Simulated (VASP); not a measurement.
Input of a VASP 6.6.1 run:

File INCAR:

```
SYSTEM = TaN
PREC = Accurate
ENCUT = 520
EDIFF = 1E-6
ISMEAR = -1
SIGMA = 0.05
LREAL = .FALSE.
LASPH = .TRUE.
NELM = 80
ALGO = Normal
ISIF = 2
LWAVE = .FALSE.
LCHARG = .FALSE.
NBANDS = 15
```

File KPOINTS:

```
regular mesh
0
G
  10 10 9
  0 0 0
```

File POSCAR:

```
TaN
1.0
    3.0781119072      0.0000000000      0.0000000000
   -1.5390559536      2.6657231073      0.0000000000
    0.0000000000      0.0000000000      3.0204889818
Ta N
1 1
Direct
    0.0000000000      0.0000000000      0.5000000000
    0.6666666667      0.3333333333      0.0000000000
```

Potentials or basis: VASP PAW LDA potentials, release 64 (Ta_pv, N).

Launch:

```bash
$ cat potpaw_LDA.64/Ta_pv/POTCAR potpaw_LDA.64/N/POTCAR > POTCAR
$ mpirun -np 1 vasp_std > vasp.out
```

Problem. Estimate the band gap on the k mesh.

Solution. Zero (bands 8 and 9 overlap by 0.24 eV).

Problem. What does it give for the pressure?

Solution. -44.2 GPa.

Stress tensor (GPa, compression positive):
```
-42.39   0.00   0.00
  0.00 -42.39   0.00
  0.00   0.00 -47.86
```

Caveat: the stress differs along the axes, from -48 to -42 GPa; spin-orbit coupling is left out, which moves the levels of the heavy elements.
